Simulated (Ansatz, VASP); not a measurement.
## GaAs in VASP and in Ansatz

The input INCAR:

```
ALGO     = Normal         # electronic algorithm
EDIFF    = 1E-6           # SCF threshold, eV
EDIFFG   = -0.001         # ionic threshold
ENCUT    = 600            # plane-wave cutoff, eV
GGA      = PS             # functional
IBRION   = 2              # ionic algorithm
ISIF     = 3              # what is computed and relaxed
ISMEAR   = 0              # smearing method
LASPH    = True           # aspherical terms in the spheres
LCHARG   = False          # write CHGCAR
LREAL    = False          # projectors in reciprocal space
LWAVE    = False          # write WAVECAR
NELM     = 60             # most SCF steps
NSW      = 80             # ionic steps
PREC     = Accurate       # precision mode
SIGMA    = 0.01           # smearing width, eV
```

Contents of KPOINTS:

```
k-points
0
Gamma
  12 12 12
```

File POSCAR:

```
GaAs
1.0
    0.0000000000      2.8291375226      2.8291375226
    2.8291375226      0.0000000000      2.8291375226
    2.8291375226      2.8291375226      0.0000000000
Ga As
1 1
Direct
    0.0000000000      0.0000000000      0.0000000000
    0.7500000000      0.7500000000      0.7500000000
```

Input for Ansatz:

```yaml
crystal:
  lattice:
    - [0.0, 2.8291375181, 2.8291375181]
    - [2.8291375181, 0.0, 2.8291375181]
    - [2.8291375181, 2.8291375181, 0.0]
  atoms:
    - { symbol: Ga, position: [0.0, 0.0, 0.0] }
    - { symbol: As, position: [0.25, 0.25, 0.25] }
basis:
  ecutwfc: 420
kpoints:
  mp_grid: { grid: [12, 12, 12] }
hamiltonian:
  xc: pbesol
scf:
  occupations: { method: fixed }
output:
  forces: true
  stress: true
  eigenvalues: true
relax:
  adjacent_minimum: "off"
  f_tol: 0.001
  max_steps: 60
  cell: { stress_tol: 0.01 }
```

Alike in both runs: task relaxation of cell and atoms; functional PBEsol; k mesh 12 × 12 × 12; no spin polarisation.

|  | VASP | Ansatz |
| --- | --- | --- |
| version | VASP 6.6.1 | Ansatz 0.2.0 |
| potentials or method | VASP PAW PBE potentials, release 64 (Ga_d, As), cutoff 600 eV | scalar-relativistic, plane waves, PAW |
| occupations | gaussian, width 0.01 eV | fixed |
| valence electrons in the cell | 18 | 28 |

```csv
,VASP,Ansatz,Ansatz less VASP
"gap on the k mesh at the Fermi level, each at its own relaxed structure (eV)",0.42,0.42,+0.002
relaxed volume (Å³/atom),22.70,22.65,-0.048
relaxed cell length with the largest relative difference (Å),4.004,4.002,-0.0028
```

VASP's potentials were made for PBE, not for PBEsol. VASP's potentials hold 18 valence electrons a cell and Ansatz's 28, so a difference there can come from the potentials and not from the codes.
